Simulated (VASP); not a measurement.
# NaF (Fm-3m) in VASP: single point with PBEsol

Aim: the single point of NaF with PBEsol.

Everything below comes from runs of VASP 6.6.1. Logs are shortened: lines on timing, memory, paths and dates and some standing lists are left out, and cuts for length are marked.

**1. The cell of the first run**

Symmetry: Fm-3m, No. 225, cubic system. The conventional cell has a = 4.630 Å, b = 4.630 Å, c = 4.630 Å, α = 90.00°, β = 90.00°, γ = 90.00°. Within 3.1 Å of F (site symmetry m-3m) lie 6 Na at 2.31 Å. Within 3.1 Å of Na (site symmetry m-3m) lie 6 F at 2.31 Å.

**2. Single point, PBEsol**

File INCAR:

```
PREC = Accurate
ENCUT = 700
EDIFF = 1E-6
ISMEAR = -1
SIGMA = 0.05
LREAL = Auto
LASPH = T
NELM = 120
ALGO = Normal
ISIF = 2
LWAVE = F
LCHARG = T
GGA = PS
LELF = T
LVHAR = T
ISYM = -1
NBANDS = 262
GGA_COMPAT = F
```

File KPOINTS:

```
explicit points
1
Reciprocal
  0.25000000   0.25000000   0.25000000 1
```

File POSCAR:

```
NaF
1.0
    9.2600000000      0.0000000000      0.0000000000
    0.0000000000      9.2600000000      0.0000000000
    0.0000000000      0.0000000000      9.2600000000
F Na
32 32
Direct
    0.2500000000      0.0000000000      0.0000000000
    0.2500000000      0.0000000000      0.5000000000
    0.2500000000      0.5000000000      0.0000000000
    0.2500000000      0.5000000000      0.5000000000
    0.7500000000      0.0000000000      0.0000000000
    0.7500000000      0.0000000000      0.5000000000
    0.7500000000      0.5000000000      0.0000000000
    0.7500000000      0.5000000000      0.5000000000
    0.0000000000      0.2500000000      0.0000000000
    0.0000000000      0.2500000000      0.5000000000
    0.0000000000      0.7500000000      0.0000000000
    0.0000000000      0.7500000000      0.5000000000
    0.5000000000      0.2500000000      0.0000000000
    0.5000000000      0.2500000000      0.5000000000
    0.5000000000      0.7500000000      0.0000000000
    0.5000000000      0.7500000000      0.5000000000
    0.0000000000      0.0000000000      0.2500000000
    0.0000000000      0.0000000000      0.7500000000
    0.0000000000      0.5000000000      0.2500000000
    0.0000000000      0.5000000000      0.7500000000
    0.5000000000      0.0000000000      0.2500000000
    0.5000000000      0.0000000000      0.7500000000
    0.5000000000      0.5000000000      0.2500000000
    0.5000000000      0.5000000000      0.7500000000
    0.2500000000      0.2500000000      0.2500000000
    0.2500000000      0.2500000000      0.7500000000
    0.2500000000      0.7500000000      0.2500000000
    0.2500000000      0.7500000000      0.7500000000
    0.7500000000      0.2500000000      0.2500000000
    0.7500000000      0.2500000000      0.7500000000
    0.7500000000      0.7500000000      0.2500000000
    0.7500000000      0.7500000000      0.7500000000
    0.0000000000      0.0000000000      0.0000000000
    0.0000000000      0.0000000000      0.5000000000
    0.0000000000      0.5000000000      0.0000000000
    0.0000000000      0.5000000000      0.5000000000
    0.5000000000      0.0000000000      0.0000000000
    0.5000000000      0.0000000000      0.5000000000
    0.5000000000      0.5000000000      0.0000000000
    0.5000000000      0.5000000000      0.5000000000
    0.2500000000      0.2500000000      0.0000000000
    0.2500000000      0.2500000000      0.5000000000
    0.2500000000      0.7500000000      0.0000000000
    0.2500000000      0.7500000000      0.5000000000
    0.7500000000      0.2500000000      0.0000000000
    0.7500000000      0.2500000000      0.5000000000
    0.7500000000      0.7500000000      0.0000000000
    0.7500000000      0.7500000000      0.5000000000
    0.2500000000      0.0000000000      0.2500000000
    0.2500000000      0.0000000000      0.7500000000
    0.2500000000      0.5000000000      0.2500000000
    0.2500000000      0.5000000000      0.7500000000
    0.7500000000      0.0000000000      0.2500000000
    0.7500000000      0.0000000000      0.7500000000
    0.7500000000      0.5000000000      0.2500000000
    0.7500000000      0.5000000000      0.7500000000
    0.0000000000      0.2500000000      0.2500000000
    0.0000000000      0.2500000000      0.7500000000
    0.0000000000      0.7500000000      0.2500000000
    0.0000000000      0.7500000000      0.7500000000
    0.5000000000      0.2500000000      0.2500000000
    0.5000000000      0.2500000000      0.7500000000
    0.5000000000      0.7500000000      0.2500000000
    0.5000000000      0.7500000000      0.7500000000
```

Potentials or basis: VASP PAW PBE potentials, release 64 (F, Na_pv).

The run is started by

```
$ cat potpaw_PBE.64/F/POTCAR potpaw_PBE.64/Na_pv/POTCAR > POTCAR
$ mpirun -np 1 vasp_std > vasp.out
```

OUTCAR:

```text
PREC = Accurate
   ENCUT = 700
   EDIFF = 1E-6
   ISMEAR = -1
   LREAL = Auto
   LASPH = T
   NELM = 120
   ISIF = 2
   GGA = PS
   ISYM = -1

 ion  position               nearest neighbor table
   1  0.250  0.000  0.000-  33 2.31  37 2.31  41 2.31  43 2.31  49 2.31  50 2.31
   2  0.250  0.000  0.500-  34 2.31  38 2.31  42 2.31  44 2.31  49 2.31  50 2.31
   3  0.250  0.500  0.000-  35 2.31  39 2.31  41 2.31  43 2.31  51 2.31  52 2.31
   4  0.250  0.500  0.500-  36 2.31  40 2.31  42 2.31  44 2.31  51 2.31  52 2.31
   5  0.750  0.000  0.000-  33 2.31  37 2.31  45 2.31  47 2.31  53 2.31  54 2.31
   6  0.750  0.000  0.500-  34 2.31  38 2.31  46 2.31  48 2.31  53 2.31  54 2.31
[... 56 lines left out ...]
  63  0.500  0.750  0.250-  15 2.31  16 2.31  21 2.31  23 2.31  27 2.31  31 2.31
  64  0.500  0.750  0.750-  15 2.31  16 2.31  22 2.31  24 2.31  28 2.31  32 2.31

IMPORTANT INFORMATION: All symmetrisations will be switched off!
NOSYMM: (Re-)initialisation of all symmetry stuff for point group C_1.

----------------------------------------------------------------------------------------

                                     Primitive cell

  volume of cell :     794.0228

  direct lattice vectors                    reciprocal lattice vectors
     9.260000000  0.000000000  0.000000000     0.107991361  0.000000000  0.000000000
     0.000000000  9.260000000  0.000000000     0.000000000  0.107991361  0.000000000
     0.000000000  0.000000000  9.260000000     0.000000000  0.000000000  0.107991361

  length of vectors
     9.260000000  9.260000000  9.260000000     0.107991361  0.107991361  0.107991361

  position of ions in fractional coordinates (direct lattice)
     0.250000000  0.000000000  0.000000000
     0.250000000  0.000000000  0.500000000
     0.250000000  0.500000000  0.000000000
     0.250000000  0.500000000  0.500000000
     0.750000000  0.000000000  0.000000000
     0.750000000  0.000000000  0.500000000
[... 56 lines left out ...]
     0.500000000  0.750000000  0.250000000
     0.500000000  0.750000000  0.750000000

  ion indices of the primitive-cell ions
   primitive index   ion index
                 1           1
                 2           2
                 3           3
                 4           4
                 5           5
                 6           6
[... 56 lines left out ...]
                63          63
                64          64

----------------------------------------------------------------------------------------

 KPOINTS: explicit points

Read explicit list of k-points.

 Found      1 k-points:

 Following reciprocal coordinates:
            Coordinates               Weight
  0.250000  0.250000  0.250000      1.000000
   k-points           NKPTS =      1   k-points in BZ     NKDIM =      1   number of bands    NBANDS=    262
   number of dos      NEDOS =    301   number of ions     NIONS =     64
   total plane-waves  NPLWV = 512000
   dimension x,y,z NGX =    80 NGY =   80 NGZ =   80
   dimension x,y,z NGXF=   160 NGYF=  160 NGZF=  160
   ions per type =              32  32
   NGX,Y,Z   is equivalent  to a cutoff of  14.36, 14.36, 14.36 a.u.
   NGXF,Y,Z  is equivalent  to a cutoff of  28.72, 28.72, 28.72 a.u.
 SYSTEM =  unknown system
   PREC   = accura    normal or accurate (medium, high low for compatibility)
   ISTART =      0    job   : 0-new  1-cont  2-samecut
   ICHARG =      2    charge: 1-file 2-atom 10-const
   ISPIN  =      1    spin polarized calculation?
   LNONCOLLINEAR =      F non collinear calculations
   LSORBIT =      F    spin-orbit coupling
   LASPH  =      T    aspherical Exc in radial PAW
   ENCUT  =  700.0 eV  51.45 Ry    7.17 a.u.  19.98 19.98 19.98*2*pi/ulx,y,z
   NELM   =    120;   NELMIN=  2; NELMDL= -5     # of ELM steps
   EDIFF  = 0.1E-05   stopping-criterion for ELM
   LREAL  =      T    real-space projection
   EDIFFG = 0.1E-04   stopping-criterion for IOM
   NSW    =      0    number of steps for IOM
   IBRION =     -1    ionic relax: 0-MD 1-quasi-New 2-CG
   NFREE  =      0    steps in history (QN), initial steepest desc. (CG)
   ISIF   =      2    stress and relaxation
   ISYM   =     -1    0-nonsym 1-usesym 2-fastsym
   POTIM  = 0.5000    time-step for ionic-motion
   TEBEG  =    0.0;   TEEND  =   0.0 temperature during run
   PSTRESS=    0.0 pullay stress
   NELECT =     448.0000    total number of electrons
   NUPDOWN=      -1.0000    fix difference up-down
   EMIN   =  10.00;   EMAX   =-10.00  energy-range for DOS
   EFERMI =   0.00;   METHOD = LEGACY
   ISMEAR =    -1;   SIGMA  =   0.05  broadening in eV -4-tet -1-fermi 0-gaus
   EFERMI_NEDOS =   21; number of points for ismear=-14 and -15
   IALGO  =     38    algorithm
   IMIX   =      4    mixing-type and parameters
     AMIX     =   0.40;   BMIX     =  1.00
     AMIX_MAG =   1.60;   BMIX_MAG =  1.00
  volume/ion in A,a.u.               =      12.41        83.72
  Fermi-wavevector in a.u.,A,eV,Ry     =   1.352768  2.556360 24.898391  1.829980
  Thomas-Fermi vector in A             =   2.480079
   LORBIT       =      0    0 simple, 1 ext, 2 COOP (PROOUT), +10 PAW based schemes
   GGA     = PS    functional components
   LHFCALC =     F    Hartree Fock is set to
   AEXX    =    0.0000 exact exchange contribution
   IVDW    =     0    specifies the selected vdW correction
   LEPSILON=     F    determine dielectric tensor
   LRPA    =     F    only Hartree local field effects (RPA)
 non-spin polarized calculation
  energy-cutoff  :      700.00
  volume of cell :      794.02
 maximum number of plane-waves:     33410
 NGX is ok and might be reduce to    80
   NGX = 39   NGY = 39   NGZ = 39

 number of electron     448.0000091 magnetization

 Free energy of the ion-electron system (eV)
  ---------------------------------------------------
  ext. energy  EPLUGINS =         0.00000000
  ---------------------------------------------------
  free energy    TOTEN  =      -280.74718649 eV

  energy without entropy =     -280.74718649  energy(sigma->0) =     -280.74718649

 E-fermi :  -0.9682     XC(G=0):  -9.3461

 val. band max:       -2.2091640404   @ k =   0.2500   0.2500   0.2500
 cond. band min:       4.5593512873   @ k =   0.2500   0.2500   0.2500
 fundamental gap:      6.7685153277
 Fermi energy:        -0.9682077156

 k-point     1 :       0.2500    0.2500    0.2500
  band No.  band energies     occupation
      1     -21.7857      2.00000
      2     -21.7716      2.00000
      3     -21.7716      2.00000
      4     -21.7715      2.00000
      5     -21.6823      2.00000
      6     -21.6823      2.00000
[... 228 lines left out ...]
    235       7.6973      0.00000
    236       8.3682      0.00000
 [bands above 236 left out]

------------------------ aborting loop because EDIFF is reached ----------------------------------------

  FORCE on cell =-STRESS in cart. coord.  units (eV):
  Direction    XX          YY          ZZ          XY          YZ          ZX
  --------------------------------------------------------------------------------------
  -------------------------------------------------------------------------------------
  Total       -0.8389363     -0.8389028     -0.8389116     -0.0364103     -0.0364137     -0.0363949
  in kB       -1.6928037     -1.6927362     -1.6927540     -0.0734687     -0.0734754     -0.0734376
  external PRESSURE =      -1.6927646 kB  Pullay stress =       0.0000000 kB

 VOLUME and BASIS-vectors are now :
 -----------------------------------------------------------------------------
  energy-cutoff  :      700.00
  volume of cell :      794.02
      direct lattice vectors                 reciprocal lattice vectors
     9.260000000  0.000000000  0.000000000     0.107991361  0.000000000  0.000000000
     0.000000000  9.260000000  0.000000000     0.000000000  0.107991361  0.000000000
     0.000000000  0.000000000  9.260000000     0.000000000  0.000000000  0.107991361

 POSITION                                       TOTAL-FORCE (eV/Angst)
 -----------------------------------------------------------------------------------
      2.31500      0.00000      0.00000         0.000000     -0.000008      0.000002
      2.31500      0.00000      4.63000        -0.000004     -0.000005     -0.000004
      2.31500      4.63000      0.00000         0.000001      0.000011     -0.000002
      2.31500      4.63000      4.63000        -0.000001      0.000004      0.000002
      6.94500      0.00000      0.00000         0.000001      0.000000      0.000005
      6.94500      0.00000      4.63000        -0.000001      0.000007     -0.000002
[... 56 lines left out ...]
      4.63000      6.94500      2.31500         0.000008      0.000002     -0.000003
      4.63000      6.94500      6.94500        -0.000000     -0.000003     -0.000001
 -----------------------------------------------------------------------------------
    total drift:                                0.000008     -0.000026      0.000008

  FREE ENERGIE OF THE ION-ELECTRON SYSTEM (eV)
  ---------------------------------------------------
  free  energy   TOTEN  =      -280.7471864905 eV

  energy  without entropy=     -280.7471864903  energy(sigma->0) =     -280.74718649
```

Wall time 8.1 min (1 thread of Intel Xeon Platinum 8488C (Sapphire Rapids), shared host); peak memory 1 GiB.

Results:

```
Free energy            : -280.7472 eV
Pressure               : -0.2 GPa
Band gap on the k mesh : 6.77 eV
```

Levels at points of the mesh, in eV from the valence-band top:
```csv
k point,band 221,band 222,band 223,band 224,band 225,band 226,band 227,band 228
"(0.25, 0.25, 0.25)",-0.11,-0.11,0.00,0.00,6.77,7.99,7.99,7.99
```

Caveat: the PAW data sets were made with another functional, which shifts forces and pressure a little; a shifted mesh leaves out Γ, where band edges can lie.
